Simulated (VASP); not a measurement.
Input of a VASP 6.6.1 run:

Contents of INCAR:

```
SYSTEM = Hf2Pd2Se2Br2O3
ALGO = Normal ; EDIFF = 1E-7
ENCUT = 520 ; GGA = RP
ISIF = 2 ; ISMEAR = -1
LASPH = .TRUE. ; LCHARG = .FALSE.
LREAL = .FALSE. ; LWAVE = .FALSE.
NBANDS = 53 ; NELM = 100
PREC = Accurate ; SIGMA = 0.05
```

KPOINTS

```
k-points
0
G
  6 6 2
  0 0 0
```

File POSCAR:

```
Hf2Pd2Se2Br2O3
1.0
    3.7649715393     -0.0000029168      0.0000000000
   -1.8824832436      3.2605624560      0.0000000000
    0.0000000000      0.0000000000     18.4320701653
Hf Pd Se Br O
2 2 2 2 3
Direct
    0.6666666667      0.3333333333      0.9385153442
    0.3333333333      0.6666666667      0.0614846558
    0.0000000000      0.0000000000      0.2806468531
    0.0000000000      0.0000000000      0.7193531469
    0.3333333333      0.6666666667      0.2099077844
    0.6666666667      0.3333333333      0.7900922156
    0.6666666667      0.3333333333      0.3703163889
    0.3333333333      0.6666666667      0.6296836111
    0.3333333333      0.6666666667      0.9322530775
    0.6666666667      0.3333333333      0.0677469225
    0.0000000000      0.0000000000      0.0000000000
```

Potentials or basis: VASP PAW PBE potentials, release 64 (Hf_pv, Pd, Se, Br, O).

Command:

```console
$ cat potpaw_PBE.64/Hf_pv/POTCAR potpaw_PBE.64/Pd/POTCAR potpaw_PBE.64/Se/POTCAR potpaw_PBE.64/Br/POTCAR potpaw_PBE.64/O/POTCAR > POTCAR
$ mpirun -np 1 vasp_std > vasp.out
```

(1) Estimate the band gap on the k mesh.

(2) Predict the largest force.

## Answers

(1) zero (band 42 reaches 3.94 eV, above the bottom of band 43 at 3.46 eV).

(2) 0.144 eV/Å.

Caveat: the PAW data sets were made with another functional, which shifts forces and pressure a little; spin-orbit coupling is left out, which moves the levels of the heavy elements.
